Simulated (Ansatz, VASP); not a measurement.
## BiB: VASP beside Ansatz

```xyz
2
Lattice="2.8040 0.0000 0.0000 0.0000 2.8040 0.0000 0.0000 0.0000 2.8040" Properties=species:S:1:pos:R:3 pbc="T T T"
B     0.0000    0.0000    0.0000
Bi    1.4020    1.4020    1.4020
```

Change from the starting cell: volume scaled by 0.58, LAPW.

Alike in both runs: task single point; functional PBE; k mesh 13 × 13 × 13; occupations fermi-dirac, width 0.05 eV; no spin polarisation.

|  | VASP | Ansatz |
| --- | --- | --- |
| version | VASP 6.6.1 | Ansatz 0.2.0 |
| potentials or method | VASP PAW PBE potentials, release 64 (B, Bi_d), cutoff 520 eV | all-electron LAPW, scalar-relativistic |

|  | VASP | Ansatz | Ansatz less VASP |
| --- | --- | --- | --- |
| pressure (GPa) | 133.0 | 132.9 | -0.13 |

Both programs put the cell under a high pressure, so it lies far from rest at this level. Ansatz ran all-electron here, and VASP with PAW potentials.

Neither program's run includes spin-orbit coupling. Noted on VASP's run: the cell as given lies far from equilibrium.
